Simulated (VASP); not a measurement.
# Pb (Fm-3m) in VASP: a series of runs

The runs below take Pb through single point, with RPBE+D3(BJ), revPBE+D4, BLYP.

Program: VASP 6.6.1. These are calculated values, not measurements. Logs are shortened: lines on timing, memory, paths and dates and some standing lists are left out, and cuts for length are marked.

### Step 1. The cell of the first run

Symmetry: Fm-3m, No. 225, cubic system. The conventional cell has a = 5.015 Å, b = 5.015 Å, c = 5.015 Å, α = 90.00°, β = 90.00°, γ = 90.00°. Pb (site symmetry m-3m) has 12 Pb at 3.55 Å within 4.7 Å.

### Step 2. Single point, RPBE+D3(BJ)

INCAR reads:

```
SYSTEM = Pb
PREC     = Accurate       ! precision mode
ENCUT    = 520            ! plane-wave cutoff, eV
EDIFF    = 1E-6           ! SCF threshold, eV
ISMEAR   = -1             ! smearing method
SIGMA    = 0.05           ! smearing width, eV
LREAL    = .False.        ! projectors in reciprocal space
LASPH    = .True.         ! aspherical terms in the spheres
NELM     = 60             ! most SCF steps
ALGO     = Normal         ! electronic algorithm
ISIF     = 2              ! what is computed and relaxed
LWAVE    = .False.        ! write WAVECAR
LCHARG   = .False.        ! write CHGCAR
GGA      = RP             ! functional
IVDW     = 12             ! dispersion correction
NBANDS   = 13             ! bands
```

KPOINTS reads:

```
Automatic mesh
0
Gamma
  9 9 9
  0 0 0
```

POSCAR reads:

```
Pb
1.0
    0.0000000000      2.5075897876      2.5075897876
    2.5075897876      0.0000000000      2.5075897876
    2.5075897876      2.5075897876      0.0000000000
Pb
1
Direct
    0.0000000000      0.0000000000      0.0000000000
```

Potentials or basis: VASP PAW PBE potentials, release 64 (Pb_d).

On the command line:

```bash
$ cat potpaw_PBE.64/Pb_d/POTCAR > POTCAR
$ mpirun -np 1 vasp_std > vasp.out
```

OUTCAR:

```text
SYSTEM = Pb
   PREC = Accurate
   ENCUT = 520
   EDIFF = 1E-6
   ISMEAR = -1
   LREAL = .False.
   LASPH = .True.
   NELM = 60
   ISIF = 2
   GGA = RP
   IVDW = 12
 IVDW          = 12

 ion  position               nearest neighbor table
   1  0.000  0.000  0.000-

  LATTYP: Found a face centered cubic cell.
 ALAT       =     5.0151795752

  Lattice vectors:

 A1 = (   0.0000000000,   2.5075897876,   2.5075897876)
 A2 = (   2.5075897876,   0.0000000000,   2.5075897876)
 A3 = (   2.5075897876,   2.5075897876,   0.0000000000)

Analysis of symmetry for initial positions (statically):
[... 5 lines left out ...]
 face centered cubic supercell.

 Subroutine GETGRP returns: Found 48 space group operations
 (whereof 48 operations were pure point group operations)
 out of a pool of 48 trial point group operations.

The static configuration has the point symmetry O_h .

Analysis of symmetry for dynamics (positions and initial velocities):
[... 5 lines left out ...]
 face centered cubic supercell.

 Subroutine GETGRP returns: Found 48 space group operations
 (whereof 48 operations were pure point group operations)
 out of a pool of 48 trial point group operations.

The dynamic configuration has the point symmetry O_h .

 Subroutine INISYM returns: Found 48 space group operations
 (whereof 48 operations are pure point group operations),
 and found     1 'primitive' translations

----------------------------------------------------------------------------------------

                                     Primitive cell

  volume of cell :      31.5355

  direct lattice vectors                    reciprocal lattice vectors
     0.000000000  2.507589788  2.507589788    -0.199394655  0.199394655  0.199394655
     2.507589788  0.000000000  2.507589788     0.199394655 -0.199394655  0.199394655
     2.507589788  2.507589788  0.000000000     0.199394655  0.199394655 -0.199394655

  length of vectors
     3.546267486  3.546267486  3.546267486     0.345361673  0.345361673  0.345361673

  position of ions in fractional coordinates (direct lattice)
     0.000000000  0.000000000  0.000000000

  ion indices of the primitive-cell ions
   primitive index   ion index
                 1           1

----------------------------------------------------------------------------------------

 KPOINTS: Automatic mesh

Automatic generation of k-mesh.
 Grid dimensions read from file:
 generate k-points for:    9    9    9

 Generating k-lattice:

  Cartesian coordinates                     Fractional coordinates (reciprocal lattice)
    -0.022154962  0.022154962  0.022154962     0.111111111  0.000000000  0.000000000
     0.022154962 -0.022154962  0.022154962     0.000000000  0.111111111  0.000000000
     0.022154962  0.022154962 -0.022154962     0.000000000  0.000000000  0.111111111

  Length of vectors
     0.038373519  0.038373519  0.038373519

  Shift w.r.t. Gamma in fractional coordinates (k-lattice)
     0.000000000  0.000000000  0.000000000

 Subroutine IBZKPT returns following result:
 ===========================================

 Found     35 irreducible k-points:

 Following reciprocal coordinates:
            Coordinates               Weight
  0.000000  0.000000  0.000000      1.000000
  0.111111  0.000000  0.000000      8.000000
  0.222222  0.000000  0.000000      8.000000
  0.333333  0.000000  0.000000      8.000000
  0.444444  0.000000  0.000000      8.000000
  0.111111  0.111111  0.000000      6.000000
[... 16 lines left out ...]
 -0.333333  0.333333  0.000000     12.000000
  0.444444  0.444444  0.000000      6.000000
 [... further k-points ...]
   k-points           NKPTS =     35   k-points in BZ     NKDIM =     35   number of bands    NBANDS=     13
   number of dos      NEDOS =    301   number of ions     NIONS =      1
   total plane-waves  NPLWV =  21952
   dimension x,y,z NGX =    28 NGY =   28 NGZ =   28
   dimension x,y,z NGXF=    56 NGYF=   56 NGZF=   56
   ions per type =               1
   NGX,Y,Z   is equivalent  to a cutoff of  13.13, 13.13, 13.13 a.u.
   NGXF,Y,Z  is equivalent  to a cutoff of  26.25, 26.25, 26.25 a.u.
 SYSTEM =  Pb
   PREC   = accura    normal or accurate (medium, high low for compatibility)
   ISTART =      0    job   : 0-new  1-cont  2-samecut
   ICHARG =      2    charge: 1-file 2-atom 10-const
   ISPIN  =      1    spin polarized calculation?
   LNONCOLLINEAR =      F non collinear calculations
   LSORBIT =      F    spin-orbit coupling
   LASPH  =      T    aspherical Exc in radial PAW
   ENCUT  =  520.0 eV  38.22 Ry    6.18 a.u.   6.59  6.59  6.59*2*pi/ulx,y,z
   NELM   =     60;   NELMIN=  2; NELMDL= -5     # of ELM steps
   EDIFF  = 0.1E-05   stopping-criterion for ELM
   LREAL  =      F    real-space projection
   EDIFFG = 0.1E-04   stopping-criterion for IOM
   NSW    =      0    number of steps for IOM
   IBRION =     -1    ionic relax: 0-MD 1-quasi-New 2-CG
   NFREE  =      0    steps in history (QN), initial steepest desc. (CG)
   ISIF   =      2    stress and relaxation
   ISYM   =      2    0-nonsym 1-usesym 2-fastsym
   POTIM  = 0.5000    time-step for ionic-motion
   TEBEG  =    0.0;   TEEND  =   0.0 temperature during run
   PSTRESS=    0.0 pullay stress
   NELECT =      14.0000    total number of electrons
   NUPDOWN=      -1.0000    fix difference up-down
   EMIN   =  10.00;   EMAX   =-10.00  energy-range for DOS
   EFERMI =   0.00;   METHOD = LEGACY
   ISMEAR =    -1;   SIGMA  =   0.05  broadening in eV -4-tet -1-fermi 0-gaus
   EFERMI_NEDOS =   21; number of points for ismear=-14 and -15
   IALGO  =     38    algorithm
   IMIX   =      4    mixing-type and parameters
     AMIX     =   0.40;   BMIX     =  1.00
     AMIX_MAG =   1.60;   BMIX_MAG =  1.00
  volume/ion in A,a.u.               =      31.54       212.81
  Fermi-wavevector in a.u.,A,eV,Ry     =   1.248871  2.360025 21.220728  1.559680
  Thomas-Fermi vector in A             =   2.382938
   LORBIT       =      0    0 simple, 1 ext, 2 COOP (PROOUT), +10 PAW based schemes
   GGA     = RP    functional components
   LHFCALC =     F    Hartree Fock is set to
   AEXX    =    0.0000 exact exchange contribution
   IVDW    =    12    specifies the selected vdW correction
   LEPSILON=     F    determine dielectric tensor
   LRPA    =     F    only Hartree local field effects (RPA)
 non-spin polarized calculation
  energy-cutoff  :      520.00
  volume of cell :       31.54
 maximum number of plane-waves:       869
   NGX = 13   NGY = 13   NGZ = 13

 number of electron      14.0000002 magnetization

 Free energy of the ion-electron system (eV)
  ---------------------------------------------------
  ext. energy  EPLUGINS =         0.00000000
  ---------------------------------------------------
  free energy    TOTEN  =        -3.18695582 eV

  energy without entropy =       -3.18361031  energy(sigma->0) =       -3.18528306

 E-fermi :   6.8532     XC(G=0):  -9.8989

 val. band max:        6.6337889470   @ k =  -0.3333   0.3333   0.1111
 cond. band min:       6.8743579688   @ k =  -0.2222   0.3333   0.1111
 fundamental gap:      0.2405690218
 Fermi energy:         6.8531624945

 k-point     1 :       0.0000    0.0000    0.0000
  band No.  band energies     occupation
      1     -10.1398      2.00000
      2     -10.1398      2.00000
      3     -10.1398      2.00000
      4     -10.0175      2.00000
      5     -10.0175      2.00000
      6      -4.5085      2.00000
      7      14.1164      0.00000
      8      14.1164      0.00000
      9      14.1164      0.00000
     10      16.6776      0.00000
     11      17.7828      0.00000
     12      19.1644      0.00000
     13      19.1644      0.00000

 k-point     2 :       0.1111    0.0000    0.0000
  band No.  band energies     occupation
      1     -10.1399      2.00000
      2     -10.1253      2.00000
      3     -10.1253      2.00000
      4     -10.0175      2.00000
      5     -10.0175      2.00000
      6      -4.2804      2.00000
      7      11.8191      0.00000
      8      13.8455      0.00000
      9      13.8455      0.00000
     10      16.2203      0.00000
     11      18.8535      0.00000
     12      19.6457      0.00000
     13      19.6457      0.00000

 k-point     3 :       0.2222    0.0000    0.0000
  band No.  band energies     occupation
      1     -10.1431      2.00000
      2     -10.1083      2.00000
      3     -10.1083      2.00000
      4      -9.9970      2.00000
      5      -9.9970      2.00000
      6      -3.6004      2.00000
      7       8.4730      0.00000
      8      13.2720      0.00000
      9      13.2720      0.00000
     10      15.8138      0.00000
     11      18.6304      0.00000
     12      19.3274      0.00000
     13      19.3274      0.00000

 k-point     4 :       0.3333    0.0000    0.0000
  band No.  band energies     occupation
      1     -10.1511      2.00000
      2     -10.1167      2.00000
      3     -10.1167      2.00000
      4      -9.9448      2.00000
      5      -9.9448      2.00000
      6      -2.5186      2.00000
      7       5.4797      2.00000
      8      12.7282      0.00000
      9      12.7282      0.00000
     10      15.6972      0.00000
     11      17.3292      0.00000
     12      18.4458      0.00000
     13      18.4458      0.00000

 k-point     5 :       0.4444    0.0000    0.0000
  band No.  band energies     occupation
      1     -10.1584      2.00000
      2     -10.1284      2.00000
      3     -10.1284      2.00000
      4      -9.9039      2.00000
      5      -9.9039      2.00000
      6      -1.3466      2.00000
      7       3.3293      2.00000
      8      12.4092      0.00000
      9      12.4092      0.00000
     10      15.8896      0.00000
     11      16.4273      0.00000
     12      17.9920      0.00000
     13      17.9920      0.00000
[... 257 lines left out ...]
 k-point    22 :      -0.4444    0.3333    0.0000
  band No.  band energies     occupation
      1     -10.2181      2.00000
      2     -10.1279      2.00000
      3      -9.9639      2.00000
      4      -9.9439      2.00000
      5      -9.8924      2.00000
      6      -0.0539      2.00000
      7       4.6475      2.00000
      8       6.5734      1.99259
      9       9.7894      0.00000
     10      13.2536      0.00000
     11      17.3652      0.00000
     12      22.8069      0.00000
     13      22.8419      0.00000

 k-point    23 :      -0.3333    0.3333    0.0000
  band No.  band energies     occupation
      1     -10.1862      2.00000
      2     -10.0469      2.00000
      3     -10.0057      2.00000
      4      -9.9882      2.00000
      5      -9.9313      2.00000
      6      -0.1901      2.00000
      7       5.2405      2.00000
      8       5.5172      2.00000
      9      10.5347      0.00000
     10      13.7469      0.00000
     11      20.4275      0.00000
     12      22.0370      0.00000
     13      22.1300      0.00000

 k-point    24 :       0.4444    0.4444    0.0000
  band No.  band energies     occupation
      1     -10.2775      2.00000
      2     -10.1949      2.00000
      3      -9.9117      2.00000
      4      -9.8762      2.00000
      5      -9.8762      2.00000
      6      -0.1725      2.00000
      7       4.3643      2.00000
      8       9.0946      0.00000
      9       9.0946      0.00000
     10      12.3155      0.00000
     11      13.5206      0.00000
     12      25.0017      0.00000
     13      26.4723      0.00000

 [... further k-points ...]

------------------------ aborting loop because EDIFF is reached ----------------------------------------

 Edisp (eV)   -2.30013

 E8    (eV) :    -1.6526

  FORCE on cell =-STRESS in cart. coord.  units (eV):
  Direction    XX          YY          ZZ          XY          YZ          ZX
  --------------------------------------------------------------------------------------
  -------------------------------------------------------------------------------------
  Total      -3.40282    -3.40282    -3.40282    -0.00000    -0.00000     0.00000
  in kB    -172.88209  -172.88209  -172.88209    -0.00000    -0.00000     0.00000
  external pressure =     -172.88 kB  Pullay stress =        0.00 kB

 VOLUME and BASIS-vectors are now :
 -----------------------------------------------------------------------------
  energy-cutoff  :      520.00
  volume of cell :       31.54
      direct lattice vectors                 reciprocal lattice vectors
     0.000000000  2.507589788  2.507589788    -0.199394655  0.199394655  0.199394655
     2.507589788  0.000000000  2.507589788     0.199394655 -0.199394655  0.199394655
     2.507589788  2.507589788  0.000000000     0.199394655  0.199394655 -0.199394655

 POSITION                                       TOTAL-FORCE (eV/Angst)
 -----------------------------------------------------------------------------------
      0.00000      0.00000      0.00000        -0.000000      0.000000     -0.000000
 -----------------------------------------------------------------------------------
    total drift:                               -0.000000     -0.000000     -0.000000

  FREE ENERGIE OF THE ION-ELECTRON SYSTEM (eV)
  ---------------------------------------------------
  free  energy   TOTEN  =        -5.4870898621 eV

  energy  without entropy=       -5.4837443614  energy(sigma->0) =       -5.48541711
```

Run time: 14 s. Hardware: 1 thread of Intel Xeon Platinum 8259CL at 2.50GHz (Skylake/Cascade Lake), shared host; peak memory 0.17 GiB.

Results:

| Property | Result |
| --- | --- |
| Free energy | -5.4871 eV |
| Pressure | -17.3 GPa |
| Band gap on the k mesh | zero (band 7 reaches 14.12 eV, above the bottom of band 8 at 5.52 eV) |
| Dispersion energy per atom | -2.300 eV |

Caveat: the PAW data sets were made with another functional, which shifts forces and pressure a little; spin-orbit coupling is left out, which moves the levels of the heavy elements; pairwise dispersion overbinds metals, which lowers pressure and volume.

### Step 3. Single point, revPBE+D4

This run uses another cell than the first one, of 30.32 Å³/atom, 0.962 times its volume.

INCAR reads:

```
ALGO = Fast
EDIFF = 1E-6
ENCUT = 520
GGA = RE
ISIF = 2
ISMEAR = -1
IVDW = 13
LASPH = T
LCHARG = F
LREAL = F
LWAVE = F
NBANDS = 13
NELM = 80
PREC = Accurate
SIGMA = 0.05
```

KPOINTS reads:

```
k-points
0
Gamma
  9 9 9
```

POSCAR reads:

```
Pb
1.0
    0.0000000000      2.4750200000      2.4750200000
    2.4750200000      0.0000000000      2.4750200000
    2.4750200000      2.4750200000      0.0000000000
Pb
1
Direct
    0.0000000000      0.0000000000      0.0000000000
```

Potentials or basis: VASP PAW PBE potentials, release 64 (Pb_d).

On the command line:

```bash
$ cat potpaw_PBE.64/Pb_d/POTCAR > POTCAR
$ mpirun -np 1 vasp_std > vasp.out
```

OUTCAR:

```text
EDIFF = 1E-6
   ENCUT = 520
   GGA = RE
   ISIF = 2
   ISMEAR = -1
   IVDW = 13
   LASPH = T
   LREAL = F
   NELM = 80
   PREC = Accurate

 ion  position               nearest neighbor table
   1  0.000  0.000  0.000-

  LATTYP: Found a face centered cubic cell.
 ALAT       =     4.9500400000

  Lattice vectors:

 A1 = (   0.0000000000,   2.4750200000,   2.4750200000)
 A2 = (   2.4750200000,   0.0000000000,   2.4750200000)
 A3 = (   2.4750200000,   2.4750200000,   0.0000000000)

Analysis of symmetry for initial positions (statically):
=====================================================================
 Subroutine PRICEL returns:
 Original cell was already a primitive cell.

 Routine SETGRP: Setting up the symmetry group for a
 face centered cubic supercell.

 Subroutine GETGRP returns: Found 48 space group operations
 (whereof 48 operations were pure point group operations)
 out of a pool of 48 trial point group operations.

The static configuration has the point symmetry O_h .

Analysis of symmetry for dynamics (positions and initial velocities):
[... 168 lines left out ...]
      2      -9.7520      2.00000
      3      -9.7520      2.00000
      4      -9.6133      2.00000
      5      -9.6133      2.00000
      6      -4.3758      2.00000
      7      14.8106      0.00000
      8      14.8106      0.00000
      9      14.8106      0.00000
     10      17.1098      0.00000
     11      18.6853      0.00000
     12      19.8466      0.00000
     13      19.8466      0.00000
[... 354 lines left out ...]
  band No.  band energies     occupation
      1      -9.9094      2.00000
      2      -9.8183      2.00000
      3      -9.4942      2.00000
      4      -9.4552      2.00000
      5      -9.4552      2.00000
      6       0.2241      2.00000
      7       4.6632      2.00000
      8       9.5334      0.00000
      9       9.5334      0.00000
     10      12.8285      0.00000
     11      14.0425      0.00000
     12      25.6262      0.00000
     13      27.3303      0.00000

 [... further k-points ...]

------------------------ aborting loop because EDIFF is reached ----------------------------------------

  DFT-D4 for vdW energy calculation

  Edisp (eV):   -0.59731

  FORCE on cell =-STRESS in cart. coord.  units (eV):
  Direction    XX          YY          ZZ          XY          YZ          ZX
  --------------------------------------------------------------------------------------
  -------------------------------------------------------------------------------------
  Total       0.06075     0.06075     0.06075    -0.00000     0.00000    -0.00000
  in kB       3.20985     3.20985     3.20985    -0.00000     0.00000    -0.00000
  external pressure =        3.21 kB  Pullay stress =        0.00 kB

 VOLUME and BASIS-vectors are now :
 -----------------------------------------------------------------------------
  energy-cutoff  :      520.00
  volume of cell :       30.32
      direct lattice vectors                 reciprocal lattice vectors
     0.000000000  2.475020000  2.475020000    -0.202018570  0.202018570  0.202018570
     2.475020000  0.000000000  2.475020000     0.202018570 -0.202018570  0.202018570
     2.475020000  2.475020000  0.000000000     0.202018570  0.202018570 -0.202018570

 POSITION                                       TOTAL-FORCE (eV/Angst)
 -----------------------------------------------------------------------------------
      0.00000      0.00000      0.00000         0.000000      0.000000      0.000000
 -----------------------------------------------------------------------------------
    total drift:                               -0.000000     -0.000000     -0.000000

  FREE ENERGIE OF THE ION-ELECTRON SYSTEM (eV)
  ---------------------------------------------------
  free  energy   TOTEN  =        -3.8338573725 eV

  energy  without entropy=       -3.8307562249  energy(sigma->0) =       -3.83230680
```

stdout:

```text
POSCAR found type information on POSCAR Pb
 POSCAR found :  1 types and       1 ions
 scaLAPACK will be used
 -----------------------------------------------------------------------------
|                                                                             |
|                                                                             |
|     You enforced a specific xc type in the INCAR file but a different       |
|     I HOPE YOU KNOW WHAT YOU ARE DOING!                                     |
|                                                                             |
 -----------------------------------------------------------------------------

 LDA part: xc-table for (Slater+PW92), standard interpolation
 POSCAR, INCAR and KPOINTS ok, starting setup
 FFT: planning ... GRIDC
 FFT: planning ... GRID_SOFT
 FFT: planning ... GRID
 WAVECAR not read
 entering main loop
```

Run time: 17 s. Hardware: 1 thread of Intel Xeon Platinum 8259CL at 2.50GHz (Skylake/Cascade Lake), shared host; peak memory 0.15 GiB.

Results:

```
Free energy                : -3.8339 eV
Pressure                   : 0.3 GPa
Band gap on the k mesh     : zero (band 7 reaches 14.81 eV, above the bottom of band 8 at 5.83 eV)
Dispersion energy per atom : -0.597 eV
```

Caveat: the PAW data sets were made with another functional, which shifts forces and pressure a little; spin-orbit coupling is left out, which moves the levels of the heavy elements; pairwise dispersion overbinds metals, which lowers pressure and volume.

(Part 1 of 3 ends here.)
